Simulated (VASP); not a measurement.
# Hg3P2 (Pm-3m) in VASP: further runs, part 2 of 2

VASP 6.6.1. Earlier steps stand in the parts before.

### 3 Relaxation of cell and atoms, PBE

This run uses another cell than the first one, of 54.73 Å³/atom.

Contents of INCAR:

```
SYSTEM = Hg3P2
PREC = Accurate
ENCUT = 600
EDIFF = 1E-7
ISMEAR = 0
SIGMA = 0.1
LREAL = .False.
LASPH = .True.
NELM = 80
ALGO = Normal
ISIF = 3
LWAVE = .False.
LCHARG = .False.
GGA = PE
IBRION = 2
NSW = 90
EDIFFG = -0.04
```

Contents of KPOINTS:

```
Automatic mesh
0
Gamma
  4 4 4
  0 0 0
```

Contents of POSCAR:

```
Hg3P2
1.0
    6.4923726800      0.0000000000      0.0000000000
    0.0000000000      6.4923726800      0.0000000000
    0.0000000000      0.0000000000      6.4923726800
Hg P
3 2
Direct
    0.0000000000      0.5000000000      0.5000000000
    0.5000000000      0.0000000000      0.5000000000
    0.5000000000      0.5000000000      0.0000000000
    0.0000000000      0.0000000000      0.0000000000
    0.5000000000      0.5000000000      0.5000000000
```

Potentials or basis: VASP PAW PBE potentials, release 64 (Hg, P).

Command:

```
$ cat potpaw_PBE.64/Hg/POTCAR potpaw_PBE.64/P/POTCAR > POTCAR
$ mpirun -np 1 vasp_std > vasp.out
```

OUTCAR:

```text
SYSTEM = Hg3P2
   PREC = Accurate
   ENCUT = 600
   EDIFF = 1E-7
   ISMEAR = 0
   LREAL = .False.
   LASPH = .True.
   NELM = 80
   ISIF = 3
   GGA = PE
   IBRION = 2
   NSW = 90
   EDIFFG = -0.04

 ion  position               nearest neighbor table
   1  0.000  0.500  0.500-   5 3.25   5 3.25
   2  0.500  0.000  0.500-   5 3.25   5 3.25
   3  0.500  0.500  0.000-   5 3.25   5 3.25
   4  0.000  0.000  0.000-
   5  0.500  0.500  0.500-   1 3.25   2 3.25   3 3.25   3 3.25   2 3.25   1 3.25

  LATTYP: Found a simple cubic cell.
 ALAT       =     6.4923726800

  Lattice vectors:

 A1 = (   6.4923726800,   0.0000000000,   0.0000000000)
 A2 = (   0.0000000000,   6.4923726800,   0.0000000000)
 A3 = (   0.0000000000,   0.0000000000,   6.4923726800)

Analysis of symmetry for initial positions (statically):
=====================================================================
 Subroutine PRICEL returns:
 Original cell was already a primitive cell.

 Routine SETGRP: Setting up the symmetry group for a
 simple cubic supercell.

 Subroutine GETGRP returns: Found 48 space group operations
 (whereof 48 operations were pure point group operations)
 out of a pool of 48 trial point group operations.

The static configuration has the point symmetry O_h .

Analysis of symmetry for dynamics (positions and initial velocities):
=====================================================================
 Subroutine PRICEL returns:
 Original cell was already a primitive cell.

 Routine SETGRP: Setting up the symmetry group for a
 simple cubic supercell.

 Subroutine GETGRP returns: Found 48 space group operations
 (whereof 48 operations were pure point group operations)
 out of a pool of 48 trial point group operations.

The dynamic configuration has the point symmetry O_h .

 Subroutine INISYM returns: Found 48 space group operations
 (whereof 48 operations are pure point group operations),
 and found     1 'primitive' translations

----------------------------------------------------------------------------------------

                                     Primitive cell

  volume of cell :     273.6594

  direct lattice vectors                    reciprocal lattice vectors
     6.492372680  0.000000000  0.000000000     0.154026894  0.000000000  0.000000000
     0.000000000  6.492372680  0.000000000     0.000000000  0.154026894  0.000000000
     0.000000000  0.000000000  6.492372680     0.000000000  0.000000000  0.154026894

  length of vectors
     6.492372680  6.492372680  6.492372680     0.154026894  0.154026894  0.154026894

  position of ions in fractional coordinates (direct lattice)
     0.000000000  0.500000000  0.500000000
     0.500000000  0.000000000  0.500000000
     0.500000000  0.500000000  0.000000000
     0.000000000  0.000000000  0.000000000
     0.500000000  0.500000000  0.500000000

  ion indices of the primitive-cell ions
   primitive index   ion index
                 1           1
                 2           2
                 3           3
                 4           4
                 5           5

----------------------------------------------------------------------------------------

 KPOINTS: Automatic mesh

Automatic generation of k-mesh.
 Grid dimensions read from file:
 generate k-points for:    4    4    4

 Generating k-lattice:

  Cartesian coordinates                     Fractional coordinates (reciprocal lattice)
     0.038506724  0.000000000  0.000000000     0.250000000  0.000000000  0.000000000
     0.000000000  0.038506724  0.000000000     0.000000000  0.250000000  0.000000000
     0.000000000  0.000000000  0.038506724     0.000000000  0.000000000  0.250000000

  Length of vectors
     0.038506724  0.038506724  0.038506724

  Shift w.r.t. Gamma in fractional coordinates (k-lattice)
     0.000000000  0.000000000  0.000000000

 Subroutine IBZKPT returns following result:
 ===========================================

 Found     10 irreducible k-points:

 Following reciprocal coordinates:
            Coordinates               Weight
  0.000000  0.000000  0.000000      1.000000
  0.250000  0.000000  0.000000      6.000000
  0.500000  0.000000  0.000000      3.000000
  0.250000  0.250000  0.000000     12.000000
  0.500000  0.250000  0.000000     12.000000
  0.500000  0.500000  0.000000      3.000000
  0.250000  0.250000  0.250000      8.000000
  0.500000  0.250000  0.250000     12.000000
  0.500000  0.500000  0.250000      6.000000
  0.500000  0.500000  0.500000      1.000000
   k-points           NKPTS =     10   k-points in BZ     NKDIM =     10   number of bands    NBANDS=     27
   number of dos      NEDOS =    301   number of ions     NIONS =      5
   total plane-waves  NPLWV = 157464
   dimension x,y,z NGX =    54 NGY =   54 NGZ =   54
   dimension x,y,z NGXF=   108 NGYF=  108 NGZF=  108
   ions per type =               3   2
   NGX,Y,Z   is equivalent  to a cutoff of  13.83, 13.83, 13.83 a.u.
   NGXF,Y,Z  is equivalent  to a cutoff of  27.65, 27.65, 27.65 a.u.
 SYSTEM =  Hg3P2
   PREC   = accura    normal or accurate (medium, high low for compatibility)
   ISTART =      0    job   : 0-new  1-cont  2-samecut
   ICHARG =      2    charge: 1-file 2-atom 10-const
   ISPIN  =      1    spin polarized calculation?
   LNONCOLLINEAR =      F non collinear calculations
   LSORBIT =      F    spin-orbit coupling
   LASPH  =      T    aspherical Exc in radial PAW
   ENCUT  =  600.0 eV  44.10 Ry    6.64 a.u.  12.97 12.97 12.97*2*pi/ulx,y,z
   NELM   =     80;   NELMIN=  2; NELMDL= -5     # of ELM steps
   EDIFF  = 0.1E-06   stopping-criterion for ELM
   LREAL  =      F    real-space projection
   EDIFFG = -.4E-01   stopping-criterion for IOM
   NSW    =     90    number of steps for IOM
   IBRION =      2    ionic relax: 0-MD 1-quasi-New 2-CG
   NFREE  =      1    steps in history (QN), initial steepest desc. (CG)
   ISIF   =      3    stress and relaxation
   ISYM   =      2    0-nonsym 1-usesym 2-fastsym
   POTIM  = 0.5000    time-step for ionic-motion
   TEBEG  =    0.0;   TEEND  =   0.0 temperature during run
   PSTRESS=    0.0 pullay stress
   NELECT =      46.0000    total number of electrons
   NUPDOWN=      -1.0000    fix difference up-down
   EMIN   =  10.00;   EMAX   =-10.00  energy-range for DOS
   EFERMI =   0.00;   METHOD = LEGACY
   ISMEAR =     0;   SIGMA  =   0.10  broadening in eV -4-tet -1-fermi 0-gaus
   EFERMI_NEDOS =   21; number of points for ismear=-14 and -15
   IALGO  =     38    algorithm
   IMIX   =      4    mixing-type and parameters
     AMIX     =   0.40;   BMIX     =  1.00
     AMIX_MAG =   1.60;   BMIX_MAG =  1.00
  volume/ion in A,a.u.               =      54.73       369.35
  Fermi-wavevector in a.u.,A,eV,Ry     =   0.903491  1.707351 11.106390  0.816297
  Thomas-Fermi vector in A             =   2.026823
   LORBIT       =      0    0 simple, 1 ext, 2 COOP (PROOUT), +10 PAW based schemes
   GGA     = PE    functional components
   LHFCALC =     F    Hartree Fock is set to
   AEXX    =    0.0000 exact exchange contribution
   IVDW    =     0    specifies the selected vdW correction
   LEPSILON=     F    determine dielectric tensor
   LRPA    =     F    only Hartree local field effects (RPA)
 conjugate gradient relaxation of ions
 non-spin polarized calculation
 Gauss-broadening in eV      SIGMA  =   0.10
  energy-cutoff  :      600.00
  volume of cell :      273.66
 maximum number of plane-waves:      9160
 NGX is ok and might be reduce to    54
   NGX = 25   NGY = 25   NGZ = 25

--------------------------------------- Ionic step        1  -------------------------------------------

 number of electron      46.0000010 magnetization

 Free energy of the ion-electron system (eV)
  ---------------------------------------------------
  ext. energy  EPLUGINS =         0.00000000
  ---------------------------------------------------
  free energy    TOTEN  =        -3.82113082 eV

  energy without entropy =       -3.70240981  energy(sigma->0) =       -3.76177032

------------------------ aborting loop because EDIFF is reached ----------------------------------------

  FORCE on cell =-STRESS in cart. coord.  units (eV):
  Direction    XX          YY          ZZ          XY          YZ          ZX
  --------------------------------------------------------------------------------------
  -------------------------------------------------------------------------------------
  Total       -5.8372842     -5.8372842     -5.8372842     -0.0000000     -0.0000000      0.0000000
  in kB      -34.1752024    -34.1752024    -34.1752024     -0.0000000     -0.0000000      0.0000000
  external PRESSURE =     -34.1752024 kB  Pullay stress =       0.0000000 kB
[... 1179 lines left out ...]
  energy  without entropy=       -7.5792473863  energy(sigma->0) =       -7.60348643

--------------------------------------- Ionic step        8  -------------------------------------------

 number of electron      45.9999998 magnetization

 Free energy of the ion-electron system (eV)
  ---------------------------------------------------
  ext. energy  EPLUGINS =         0.00000000
  ---------------------------------------------------
  free energy    TOTEN  =        -7.64029951 eV

  energy without entropy =       -7.59374555  energy(sigma->0) =       -7.61702253

 E-fermi :   2.3911     XC(G=0):  -9.6139

 val. band max:        2.3676799627   @ k =   0.2500   0.2500   0.2500
 cond. band min:       2.4083558884   @ k =   0.5000   0.2500   0.0000
 fundamental gap:      0.0406759256
 Fermi energy:         2.3910704598

 k-point     1 :       0.0000    0.0000    0.0000
  band No.  band energies     occupation
      1     -10.6671      2.00000
      2      -6.4623      2.00000
      3      -5.1244      2.00000
      4      -5.1244      2.00000
      5      -5.1244      2.00000
      6      -4.8103      2.00000
[... 321 lines left out ...]
  FREE ENERGIE OF THE ION-ELECTRON SYSTEM (eV)
  ---------------------------------------------------
  free  energy   TOTEN  =        -7.6402995135 eV

  energy  without entropy=       -7.5937455454  energy(sigma->0) =       -7.61702253

 reached required accuracy - stopping structural energy minimisation
```

Run time: 15 min. Hardware: 1 thread of Intel Xeon Platinum 8259CL at 2.50GHz (Skylake/Cascade Lake), shared host; peak memory 0.49 GiB.

Results:

* Free energy: -7.6403 eV
* Relaxed volume: 26.06 Å³/atom
* Relaxed cell: a = 5.070 Å, b = 5.070 Å, c = 5.070 Å, α = 90.00°, β = 90.00°, γ = 90.00°
* Space group after relaxing (to 0.1 Å): Pm-3m (No. 221)
* Pressure after relaxing: -0.2 GPa
* Band gap on the k mesh: zero (bands 23 and 24 overlap by 0.29 eV)

Final structure:
```xyz
5
Lattice="5.0697 0.0000 0.0000 0.0000 5.0697 0.0000 0.0000 0.0000 5.0697" Properties=species:S:1:pos:R:3 pbc="T T T"
Hg    0.0000    2.5348    2.5348
Hg    2.5348    0.0000    2.5348
Hg    2.5348    2.5348    0.0000
P     0.0000    0.0000    0.0000
P     2.5348    2.5348    2.5348
```

Levels at points of the mesh, in eV from the Fermi level:
| k point | band 21 | band 22 | band 23 | band 24 | band 25 | band 26 |
| --- | --- | --- | --- | --- | --- | --- |
| (0.00, 0.00, 0.00) | -1.96 | -1.96 | -0.87 | -0.23 | -0.23 | -0.23 |
| (0.50, 0.00, 0.00) | -2.52 | -1.84 | -0.20 | -0.20 | 1.69 | 3.56 |
| (0.50, 0.50, 0.00) | -2.08 | 0.06 | 0.06 | 0.29 | 0.85 | 3.30 |
| (0.50, 0.50, 0.50) | -1.89 | -1.89 | -1.89 | 3.73 | 3.73 | 3.73 |

Caveat: the volume moved by over 15 % at a fixed basis, so the end points are rough; spin-orbit coupling is left out, which moves the levels of the heavy elements.
